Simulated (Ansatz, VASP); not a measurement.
**Y: VASP beside Ansatz**

INCAR

```
ALGO = Normal ; EDIFF = 1E-8
ENCUT = 520 ; GGA = CA
ISIF = 2 ; ISMEAR = -1
LASPH = True ; LCHARG = False
LEFG = True ; LREAL = False
LWAVE = False ; NBANDS = 12
NELM = 100 ; PREC = Accurate
SIGMA = 0.05
```

KPOINTS

```
k-points
0
Gamma
  13 13 13
```

Contents of POSCAR:

```
Y
1.0
    0.0000000000      2.4683216451      2.4683216451
    2.4683216451      0.0000000000      2.4683216451
    2.4683216451      2.4683216451      0.0000000000
Y
1
Direct
    0.0000000000      0.0000000000      0.0000000000
```

Input for Ansatz:

```yaml
crystal:
  lattice:
    - [0.0, 2.4683216451, 2.4683216451]
    - [2.4683216451, 0.0, 2.4683216451]
    - [2.4683216451, 2.4683216451, 0.0]
  atoms:
    - { symbol: "Y", position: [0.0, 0.0, 0.0] }
kpoints:
  mp_grid: { grid: [13, 13, 13] }
scf:
  occupations: { method: fermi_dirac, width: 0.05 }
hamiltonian:
  xc: lda
  pseudopotentials: { kind: all_electron, datasets: crystal }
output:
  forces: true
  stress: true
  eigenvalues: true
  efg: { contact_densities: true }
```

Change from the starting cell: volume scaled by 0.98, crystal datasets.

Alike in both runs: task electric field gradients; functional LDA; k mesh 13 × 13 × 13; occupations fermi-dirac, width 0.05 eV; no spin polarisation.

|  | VASP | Ansatz |
| --- | --- | --- |
| version | VASP 6.6.1 | Ansatz 0.2.0 |
| potentials or method | VASP PAW LDA potentials, release 64 (Y_sv), cutoff 520 eV | all-electron PAW with datasets made for the crystal, scalar-relativistic |

Ansatz gave:

| Quantity | Value |
| --- | --- |
| pressure (GPa) | -0.9 |

Q: Estimate VASP's values.

A: Pressure (GPa): -1.0.

LDA's correlation is that of Perdew and Zunger in VASP and of Perdew and Wang (1992) in Ansatz. Ansatz ran all-electron here, and VASP with PAW potentials.
